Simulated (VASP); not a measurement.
# TaAs (P-6m2) in VASP: a series of runs

The runs below take TaAs through single point, relaxation of cell and atoms, with PBE.

All numbers are computed with VASP 6.6.1; they aren't measurements. Logs are shortened: lines on timing, memory, paths and dates and some standing lists are left out, and cuts for length are marked.

### 1 The cell of the first run

Symmetry: P-6m2, No. 187, hexagonal system. Conventional cell: a = 3.419 Å, b = 3.419 Å, c = 3.475 Å, α = 90.00°, β = 90.00°, γ = 120.00°. Within 3.5 Å of Ta (site symmetry -6m2) lie 6 As at 2.63 Å and 8 Ta at 3.42 to 3.48 Å. Within 3.5 Å of As (site symmetry -6m2) lie 6 Ta at 2.63 Å and 8 As at 3.42 to 3.48 Å.

### 2 Single point, PBE

File INCAR:

```
SYSTEM = TaAs
ALGO = Normal
EDIFF = 1E-7
ENCUT = 520
GGA = PE
ISIF = 2
ISMEAR = 0
LASPH = .True.
LCHARG = .False.
LREAL = .False.
LWAVE = .False.
NBANDS = 15
NELM = 60
PREC = Accurate
SIGMA = 0.1
```

File KPOINTS:

```
k-points
0
Gamma
  6 6 6
  0 0 0
```

File POSCAR:

```
TaAs
1.0
    3.4190614463      0.0000000000      0.0000000000
   -1.7095307231      2.9609940696      0.0000000000
    0.0000000000      0.0000000000      3.4753039240
Ta As
1 1
Direct
    0.3333333333      0.6666666667      0.5000000000
    0.0000000000      0.0000000000      0.0000000000
```

Potentials or basis: VASP PAW PBE potentials, release 64 (Ta_pv, As).

Run with:

```bash
cat potpaw_PBE.64/Ta_pv/POTCAR potpaw_PBE.64/As/POTCAR > POTCAR
mpirun -np 1 vasp_std > vasp.out
```

OUTCAR:

```text
SYSTEM = TaAs
   EDIFF = 1E-7
   ENCUT = 520
   GGA = PE
   ISIF = 2
   ISMEAR = 0
   LASPH = .True.
   LREAL = .False.
   NELM = 60
   PREC = Accurate

 ion  position               nearest neighbor table
   1  0.333  0.667  0.500-   2 2.63   2 2.63   2 2.63   2 2.63   2 2.63   2 2.63
   2  0.000  0.000  0.000-   1 2.63   1 2.63   1 2.63   1 2.63   1 2.63   1 2.63

  LATTYP: Found a hexagonal cell.
 ALAT       =     3.4190614463
 C/A-ratio  =     1.0164496832

  Lattice vectors:

 A1 = (   3.4190614463,   0.0000000000,   0.0000000000)
 A2 = (  -1.7095307231,   2.9609940696,   0.0000000000)
 A3 = (   0.0000000000,   0.0000000000,   3.4753039240)

Analysis of symmetry for initial positions (statically):
=====================================================================
 Subroutine PRICEL returns:
 Original cell was already a primitive cell.

 Routine SETGRP: Setting up the symmetry group for a
 hexagonal supercell.

 Subroutine GETGRP returns: Found 12 space group operations
 (whereof 12 operations were pure point group operations)
 out of a pool of 24 trial point group operations.

The static configuration has the point symmetry D_3h.

Analysis of symmetry for dynamics (positions and initial velocities):
=====================================================================
 Subroutine PRICEL returns:
 Original cell was already a primitive cell.

 Routine SETGRP: Setting up the symmetry group for a
 hexagonal supercell.

 Subroutine GETGRP returns: Found 12 space group operations
 (whereof 12 operations were pure point group operations)
 out of a pool of 24 trial point group operations.

The dynamic configuration has the point symmetry D_3h.

 Subroutine INISYM returns: Found 12 space group operations
 (whereof 12 operations are pure point group operations),
 and found     1 'primitive' translations

----------------------------------------------------------------------------------------

                                     Primitive cell

  volume of cell :      35.1834

  direct lattice vectors                    reciprocal lattice vectors
     3.419061446  0.000000000  0.000000000     0.292477926  0.168862209  0.000000000
    -1.709530723  2.960994070  0.000000000     0.000000000  0.337724418  0.000000000
     0.000000000  0.000000000  3.475303924     0.000000000  0.000000000  0.287744618

  length of vectors
     3.419061446  3.419061446  3.475303924     0.337724418  0.337724418  0.287744618

  position of ions in fractional coordinates (direct lattice)
     0.333333333  0.666666667  0.500000000
     0.000000000  0.000000000  0.000000000

  ion indices of the primitive-cell ions
   primitive index   ion index
                 1           1
                 2           2

----------------------------------------------------------------------------------------

 KPOINTS: k-points

Automatic generation of k-mesh.
 Grid dimensions read from file:
 generate k-points for:    6    6    6

 Generating k-lattice:

  Cartesian coordinates                     Fractional coordinates (reciprocal lattice)
     0.048746321  0.028143702  0.000000000     0.166666667  0.000000000  0.000000000
     0.000000000  0.056287403  0.000000000     0.000000000  0.166666667  0.000000000
     0.000000000  0.000000000  0.047957436     0.000000000  0.000000000  0.166666667

  Length of vectors
     0.056287403  0.056287403  0.047957436

  Shift w.r.t. Gamma in fractional coordinates (k-lattice)
     0.000000000  0.000000000  0.000000000

 Subroutine IBZKPT returns following result:
 ===========================================

 Found     28 irreducible k-points:

 Following reciprocal coordinates:
            Coordinates               Weight
  0.000000  0.000000  0.000000      1.000000
  0.166667 -0.000000  0.000000      6.000000
  0.333333 -0.000000  0.000000      6.000000
  0.500000 -0.000000  0.000000      3.000000
  0.166667  0.166667  0.000000      6.000000
  0.333333  0.166667  0.000000     12.000000
[... 16 lines left out ...]
  0.166667 -0.000000  0.500000      6.000000
  0.333333 -0.000000  0.500000      6.000000
 [... further k-points ...]
   k-points           NKPTS =     28   k-points in BZ     NKDIM =     28   number of bands    NBANDS=     15
   number of dos      NEDOS =    301   number of ions     NIONS =      2
   total plane-waves  NPLWV =  21952
   dimension x,y,z NGX =    28 NGY =   28 NGZ =   28
   dimension x,y,z NGXF=    56 NGYF=   56 NGZF=   56
   ions per type =               1   1
   NGX,Y,Z   is equivalent  to a cutoff of  13.61, 13.61, 13.39 a.u.
   NGXF,Y,Z  is equivalent  to a cutoff of  27.23, 27.23, 26.79 a.u.
 SYSTEM =  TaAs
   PREC   = accura    normal or accurate (medium, high low for compatibility)
   ISTART =      0    job   : 0-new  1-cont  2-samecut
   ICHARG =      2    charge: 1-file 2-atom 10-const
   ISPIN  =      1    spin polarized calculation?
   LNONCOLLINEAR =      F non collinear calculations
   LSORBIT =      F    spin-orbit coupling
   LASPH  =      T    aspherical Exc in radial PAW
   ENCUT  =  520.0 eV  38.22 Ry    6.18 a.u.   6.36  6.36  6.46*2*pi/ulx,y,z
   NELM   =     60;   NELMIN=  2; NELMDL= -5     # of ELM steps
   EDIFF  = 0.1E-06   stopping-criterion for ELM
   LREAL  =      F    real-space projection
   EDIFFG = 0.1E-05   stopping-criterion for IOM
   NSW    =      0    number of steps for IOM
   IBRION =     -1    ionic relax: 0-MD 1-quasi-New 2-CG
   NFREE  =      0    steps in history (QN), initial steepest desc. (CG)
   ISIF   =      2    stress and relaxation
   ISYM   =      2    0-nonsym 1-usesym 2-fastsym
   POTIM  = 0.5000    time-step for ionic-motion
   TEBEG  =    0.0;   TEEND  =   0.0 temperature during run
   PSTRESS=    0.0 pullay stress
   NELECT =      16.0000    total number of electrons
   NUPDOWN=      -1.0000    fix difference up-down
   EMIN   =  10.00;   EMAX   =-10.00  energy-range for DOS
   EFERMI =   0.00;   METHOD = LEGACY
   ISMEAR =     0;   SIGMA  =   0.10  broadening in eV -4-tet -1-fermi 0-gaus
   EFERMI_NEDOS =   21; number of points for ismear=-14 and -15
   IALGO  =     38    algorithm
   IMIX   =      4    mixing-type and parameters
     AMIX     =   0.40;   BMIX     =  1.00
     AMIX_MAG =   1.60;   BMIX_MAG =  1.00
  volume/ion in A,a.u.               =      17.59       118.71
  Fermi-wavevector in a.u.,A,eV,Ry     =   1.258932  2.379037 21.564021  1.584911
  Thomas-Fermi vector in A             =   2.392517
   LORBIT       =      0    0 simple, 1 ext, 2 COOP (PROOUT), +10 PAW based schemes
   GGA     = PE    functional components
   LHFCALC =     F    Hartree Fock is set to
   AEXX    =    0.0000 exact exchange contribution
   IVDW    =     0    specifies the selected vdW correction
   LEPSILON=     F    determine dielectric tensor
   LRPA    =     F    only Hartree local field effects (RPA)
 non-spin polarized calculation
 Gauss-broadening in eV      SIGMA  =   0.10
  energy-cutoff  :      520.00
  volume of cell :       35.18
 maximum number of plane-waves:       967
 NGX is ok and might be reduce to    28

 number of electron      15.9999998 magnetization

 Free energy of the ion-electron system (eV)
  ---------------------------------------------------
  ext. energy  EPLUGINS =         0.00000000
  ---------------------------------------------------
  free energy    TOTEN  =       -17.55187447 eV

  energy without entropy =      -17.55035669  energy(sigma->0) =      -17.55111558

 E-fermi :   6.6565     XC(G=0): -11.8580

 val. band max:        6.6216619154   @ k =   0.3333   0.3333   0.0000
 cond. band min:       6.6726011608   @ k =   0.0000   0.0000   0.3333
 fundamental gap:      0.0509392454
 Fermi energy:         6.6565157092

 k-point     1 :       0.0000    0.0000    0.0000
  band No.  band energies     occupation
      1     -28.1347      2.00000
      2     -27.9777      2.00000
      3     -27.9777      2.00000
      4      -7.0302      2.00000
      5       3.8214      2.00000
      6       4.5889      2.00000
      7       4.5889      2.00000
      8       5.8839      2.00000
      9       8.4329      0.00000
     10       8.4329      0.00000
     11      10.8292      0.00000
     12      11.3548      0.00000
     13      11.3548      0.00000
     14      14.9811      0.00000
     15      16.6159      0.00000

 k-point     2 :       0.1667   -0.0000    0.0000
  band No.  band energies     occupation
      1     -28.1262      2.00000
      2     -28.0345      2.00000
      3     -27.9912      2.00000
      4      -6.5758      2.00000
      5       3.1832      2.00000
      6       4.3558      2.00000
      7       4.9266      2.00000
      8       4.9813      2.00000
      9       8.2639      0.00000
     10       9.3731      0.00000
     11       9.7156      0.00000
     12      10.6996      0.00000
     13      12.7241      0.00000
     14      15.1670      0.00000
     15      18.0382      0.00000

 k-point     3 :       0.3333   -0.0000    0.0000
  band No.  band energies     occupation
      1     -28.1459      2.00000
      2     -28.1092      2.00000
      3     -28.0180      2.00000
      4      -5.4306      2.00000
      5       1.1438      2.00000
      6       3.9920      2.00000
      7       4.5938      2.00000
      8       5.6298      2.00000
      9       7.9529      0.00000
     10       8.7967      0.00000
     11       9.9668      0.00000
     12      11.3246      0.00000
     13      12.8877      0.00000
     14      16.2274      0.00000
     15      18.3320      0.00000

 k-point     4 :       0.5000   -0.0000    0.0000
  band No.  band energies     occupation
      1     -28.2006      2.00000
      2     -28.1007      2.00000
      3     -28.0313      2.00000
      4      -4.5994      2.00000
      5      -0.0191      2.00000
      6       3.6371      2.00000
      7       4.3486      2.00000
      8       5.9769      2.00000
      9       7.8088      0.00000
     10       9.8117      0.00000
     11      10.1695      0.00000
     12      11.8115      0.00000
     13      12.0175      0.00000
     14      14.3552      0.00000
     15      18.8991      0.00000
[... 307 lines left out ...]
 k-point    22 :       0.0000    0.0000    0.5000
  band No.  band energies     occupation
      1     -28.2862      2.00000
      2     -27.9649      2.00000
      3     -27.9649      2.00000
      4      -4.9240      2.00000
      5      -0.9862      2.00000
      6       5.3863      2.00000
      7       5.3863      2.00000
      8       6.4764      1.98914
      9       6.4764      1.98914
     10       8.8083      0.00000
     11      10.4620      0.00000
     12      10.4620      0.00000
     13      14.2230      0.00000
     14      14.5393      0.00000
     15      18.5169      0.00000

 k-point    23 :       0.1667   -0.0000    0.5000
  band No.  band energies     occupation
      1     -28.2738      2.00000
      2     -28.0187      2.00000
      3     -27.9774      2.00000
      4      -4.7929      2.00000
      5      -0.4143      2.00000
      6       4.4701      2.00000
      7       4.7476      2.00000
      8       5.8423      2.00000
      9       7.0406      0.00000
     10       9.0456      0.00000
     11       9.9193      0.00000
     12      11.5547      0.00000
     13      15.5718      0.00000
     14      15.7148      0.00000
     15      18.3095      0.00000

 k-point    24 :       0.3333   -0.0000    0.5000
  band No.  band energies     occupation
      1     -28.2488      2.00000
      2     -28.1244      2.00000
      3     -28.0021      2.00000
      4      -4.4705      2.00000
      5       0.8004      2.00000
      6       2.7470      2.00000
      7       3.8542      2.00000
      8       5.3854      2.00000
      9       8.5307      0.00000
     10       9.4506      0.00000
     11      10.1197      0.00000
     12      13.3201      0.00000
     13      13.4086      0.00000
     14      14.8448      0.00000
     15      16.9669      0.00000

 [... further k-points ...]
[... 5 lines left out ...]
  --------------------------------------------------------------------------------------
  -------------------------------------------------------------------------------------
  Total        0.1083504      0.1083504      0.1604052      0.0000000      0.0000000      0.0000000
  in kB        4.9340523      4.9340523      7.3045214      0.0000000      0.0000000      0.0000000
  external PRESSURE =       5.7242086 kB  Pullay stress =       0.0000000 kB

 VOLUME and BASIS-vectors are now :
 -----------------------------------------------------------------------------
  energy-cutoff  :      520.00
  volume of cell :       35.18
      direct lattice vectors                 reciprocal lattice vectors
     3.419061446  0.000000000  0.000000000     0.292477926  0.168862209  0.000000000
    -1.709530723  2.960994070  0.000000000     0.000000000  0.337724418  0.000000000
     0.000000000  0.000000000  3.475303924     0.000000000  0.000000000  0.287744618

 POSITION                                       TOTAL-FORCE (eV/Angst)
 -----------------------------------------------------------------------------------
     -0.00000      1.97400      1.73765         0.000000      0.000000      0.000000
      0.00000      0.00000      0.00000        -0.000000     -0.000000      0.000000
 -----------------------------------------------------------------------------------
    total drift:                                0.000000     -0.000000     -0.000000

  FREE ENERGIE OF THE ION-ELECTRON SYSTEM (eV)
  ---------------------------------------------------
  free  energy   TOTEN  =       -17.5518744662 eV

  energy  without entropy=      -17.5503566879  energy(sigma->0) =      -17.55111558
```

It took 11 s on 1 thread of Intel Xeon Platinum 8488C (Sapphire Rapids), shared host; peak memory 0.16 GiB.

What came out:

```
Free energy            : -17.5519 eV
Pressure               : 0.6 GPa
Band gap on the k mesh : zero (bands 8 and 9 overlap by 0.20 eV)
```

Caveat: spin-orbit coupling is left out, which moves the levels of the heavy elements.

### 3 Relaxation of cell and atoms, PBE

This run uses another cell than the first one, of 15.75 Å³/atom.

File INCAR:

```
SYSTEM = TaAs
PREC = Accurate ; ENCUT = 600
EDIFF = 1E-7 ; ISMEAR = 0
SIGMA = 0.1 ; LREAL = .False.
LASPH = .True. ; NELM = 100
ALGO = Normal ; ISIF = 3
LWAVE = .False. ; LCHARG = .False.
GGA = PE ; IBRION = 2
NSW = 80 ; EDIFFG = -0.05
```

File KPOINTS:

```
regular mesh
0
Gamma
  6 6 6
  0 0 0
```

File POSCAR:

```
TaAs
1.0
    3.3334548009      0.0000000000      0.0000000000
   -1.6667274004      2.8868565399      0.0000000000
    0.0000000000      0.0000000000      3.2742325332
Ta As
1 1
Direct
    0.3333333333      0.6666666667      0.5000000000
    0.0000000000      0.0000000000      0.0000000000
```

Potentials or basis: VASP PAW PBE potentials, release 64 (Ta_pv, As).

Run with:

```bash
cat potpaw_PBE.64/Ta_pv/POTCAR potpaw_PBE.64/As/POTCAR > POTCAR
mpirun -np 1 vasp_std > vasp.out
```

Wall time 53 s (1 thread of Intel Xeon Platinum 8488C (Sapphire Rapids), shared host); peak memory 0.17 GiB.

The run converged. Its results:

```yaml
Free_energy: -17.5519 eV
Relaxed_volume: 17.63 Å³/atom
Relaxed_cell: a = 3.421 Å, b = 3.421 Å, c = 3.479 Å, α = 90.00°, β = 90.00°, γ = 120.00°
Space_group_after_relaxing_to_0.1_Å: P-6m2 (No. 187)
Energy_gained_by_relaxing: 160.8 meV/atom
Ionic_steps: 7
Pressure_after_relaxing: 0.1 GPa
Band_gap_on_the_k_mesh: zero (bands 8 and 9 overlap by 0.20 eV)
```

The path:
```tsv
step	energy change (eV)	largest force (eV/Å)	pressure (GPa)	volume (Å³)
1	0.0000	0.0000	27.51	31.51
2	0.7298	0.0000	-25.56	45.48
3	-0.3167	0.0000	-2.07	35.82
4	-0.3190	0.0000	-0.52	35.50
5	-0.3190	0.0000	-0.10	35.42
6	-0.3213	0.0000	0.04	35.33
7	-0.3217	0.0000	0.14	35.27
```

Final structure:
```cif
data_structure
_symmetry_space_group_name_H-M 'P 1'
_symmetry_Int_Tables_number 1
_cell_length_a 3.4211
_cell_length_b 3.4211
_cell_length_c 3.4794
_cell_angle_alpha 90.000
_cell_angle_beta 90.000
_cell_angle_gamma 120.000
_cell_volume 35.27
loop_
_atom_site_label
_atom_site_type_symbol
_atom_site_fract_x
_atom_site_fract_y
_atom_site_fract_z
_atom_site_occupancy
Ta1 Ta 0.33333 0.66667 0.50000 1
As1 As 0.00000 0.00000 0.00000 1
```

Levels at points of the mesh, in eV from the Fermi level:
| k point | band 6 | band 7 | band 8 | band 9 | band 10 | band 11 |
| --- | --- | --- | --- | --- | --- | --- |
| (0.00, 0.00, 0.00) | -2.06 | -2.06 | -0.78 | 1.77 | 1.77 | 4.15 |
| (0.50, 0.00, 0.00) | -3.02 | -2.30 | -0.68 | 1.15 | 3.15 | 3.50 |
| (0.00, 0.00, 0.50) | -1.27 | -1.27 | -0.18 | -0.18 | 2.14 | 3.80 |
| (0.50, 0.00, 0.50) | -4.72 | -3.14 | -0.77 | 2.98 | 3.04 | 3.89 |

Caveat: the k points lie up to 0.35 Å⁻¹ apart in the final cell; spin-orbit coupling is left out, which moves the levels of the heavy elements. Zero-point motion and thermal expansion aren't in these numbers.

### 4 Single point, PBE

This run uses another cell than the first one: it holds 8 atoms, not 2.

File INCAR:

```
PREC = Accurate
ENCUT = 520
EDIFF = 1E-6
ISMEAR = 0
SIGMA = 0.1
LREAL = False
LASPH = True
NELM = 100
ALGO = Normal
ISIF = 2
LWAVE = False
LCHARG = False
GGA = PE
NBANDS = 42
```

File KPOINTS:

```
regular mesh
0
Gamma
  8 8 6
```

File POSCAR:

```
TaAs
1.0
    1.7077174774     -2.9578534359      3.4820585712
   -1.7077174774      2.9578534359      3.4820585712
   -5.1231524323     -2.9578534359      0.0000000000
Ta As
4 4
Direct
    0.7500000000      0.7500000000      0.3333333333
    0.2500000000      0.2500000000      0.3333333333
    0.0000000000      0.5000000000      0.8333333333
    0.5000000000      0.0000000000      0.8333333333
    0.5000000000      0.5000000000      0.0000000000
    0.0000000000      0.0000000000      0.0000000000
    0.7500000000      0.2500000000      0.5000000000
    0.2500000000      0.7500000000      0.5000000000
```

Run with:

```bash
cat potpaw_PBE.64/Ta_pv/POTCAR potpaw_PBE.64/As/POTCAR > POTCAR
mpirun -np 1 vasp_std > vasp.out
```

It took 6.1 min on 1 thread of Intel Xeon Platinum 8488C (Sapphire Rapids), shared host; peak memory 0.5 GiB.

Results (log left out):

```yaml
Free_energy: -70.2300 eV
Pressure: 0.4 GPa
Band_gap_on_the_k_mesh: zero (bands 32 and 33 overlap by 0.47 eV)
```

Stress tensor (GPa, compression positive):
```
 0.27 -0.03  0.00
-0.03  0.30  0.00
 0.00  0.00  0.59
```

Levels at points of the mesh, in eV from the Fermi level:
```csv
k point,band 28,band 29,band 30,band 31,band 32,band 33,band 34,band 35,band 36,band 37
"(0.00, 0.00, 0.00)",-2.06,-1.14,-1.14,-0.82,-0.68,1.14,1.77,1.77,2.91,2.91
"(0.50, 0.00, 0.00)",-2.02,-0.76,-0.76,-0.64,-0.64,0.48,0.48,2.28,2.28,2.32
"(0.50, 0.50, 0.00)",-1.26,-0.78,-0.18,-0.18,-0.02,-0.02,0.36,0.36,1.50,1.50
"(0.00, 0.00, 0.50)",-2.08,-1.37,-1.37,-0.78,-0.78,1.44,1.44,2.05,2.05,2.96
"(0.50, 0.00, 0.50)",-2.58,-1.00,-1.00,-1.00,-1.00,1.28,1.28,1.28,1.28,2.81
"(0.50, 0.50, 0.50)",-2.32,-1.20,-1.20,-0.68,-0.68,1.05,1.05,1.14,1.14,2.55
```

Caveat: spin-orbit coupling is left out, which moves the levels of the heavy elements.

### 5 Summary

| task | cell | k mesh | cutoff (eV) | gap on the mesh (eV) | pressure (GPa) |
| --- | --- | --- | --- | --- | --- |
| single point | a = 3.419, b = 3.419, c = 3.475 Å, angles 90.0, 90.0, 120.0°, 2 atoms, atomic positions A | 6 × 6 × 6 | 520 | none | 0.6 |
| relaxation of cell and atoms | relaxed from a = 3.333, b = 3.333, c = 3.274 Å, angles 90.0, 90.0, 120.0°, 2 atoms, atomic positions A | 6 × 6 × 6 | 600 | none | 0.1 |
| single point | a = 4.877, b = 4.877, c = 5.916 Å, angles 90.0, 90.0, 88.9°, 8 atoms, atomic positions B | 8 × 8 × 6 | 520 | none | 0.4 |

Alike in all rows: level PBE; potentials or basis VASP PAW PBE potentials, release 64 (Ta_pv, As); no spin polarisation; smearing gaussian 0.1 eV.

Caveats: some runs use coarse meshes; spin-orbit coupling is left out, which moves the levels of the heavy elements.

Total energies depend on the potentials used, so only differences within one code and one set of settings carry meaning.
